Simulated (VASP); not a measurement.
Runs of VASP 6.6.1 on InSb. The structure is that of space group F-43m (No. 216), or close to it. The cells are those of the table. 

```csv
level,spin,U,fixed moment (μB),cell,k mesh,smearing,LDAUTYPE,hund's J,gap on the mesh (eV),pressure (GPa),moment (μB)
PBE,off,-,-,"a = 4.690 Å, angles 60.0°, 2 atoms",4 × 4 × 4,gaussian 0.078 eV,-,-,none,0.4,-
PBE,off,-,-,"a = 4.690 Å, angles 60.0°, 2 atoms",4 × 4 × 4,gaussian 0.097 eV,-,-,none,0.4,-
PBE,"collinear, zero start",-,-,"a = 4.690 Å, angles 60.0°, 2 atoms",4 × 4 × 4,gaussian 0.1 eV,-,-,none,0.4,(a)
PBE,off,-,-,"a = 4.690 Å, angles 60.0°, 2 atoms",4 × 4 × 4,methfessel-paxton 0.36 eV,-,-,none,0.4,-
PBEsol+U,off,"In d U = 4.6 eV, J = 0.86 eV",-,"a = 4.372 Å, angles 60.0°, 2 atoms",2 × 2 × 2,methfessel-paxton 0.24 eV,1,0.86,0.65,13.9,-
PBEsol,"collinear, ferromagnetic start",-,3.0,"a = 4.690 Å, angles 60.0°, 2 atoms",2 × 5 × 2,methfessel-paxton 0.042 eV,-,-,-,7.0,3.00
PBE+D3(BJ),off,-,-,"a = 4.690 Å, angles 60.0°, 2 atoms","1 × 1 × 1, shifted",gaussian 0.1 eV,-,-,(b),-6.5,-
PBE,off,-,-,"a = 4.690 Å, angles 60.0°, 2 atoms",4 × 4 × 4,gaussian 0.1 eV,-,-,none,0.4,-
```

Alike in all rows: task single point; potentials or basis VASP PAW PBE potentials, release 64 (In_d, Sb); cutoff (eV) 520.

**Question.** Fill in the values left out.

**Answer.** (a) 0.00; (b) 3.45.

Caveats: all runs use coarse meshes; spin-orbit coupling is left out, which moves the levels of the heavy elements; the PAW data sets were made with another functional, which shifts forces and pressure a little (some runs); the U is typed as a test and isn't derived for this compound (some runs); the moment is held away from its start (some runs); the total moment is fixed, so each spin has its own Fermi level (some runs); three body term missing (some runs).

A k mesh can miss the band edges, and the runs leave out spin-orbit coupling on In, Sb.

A gap of «none» marks levels without a gap at the run's occupations.
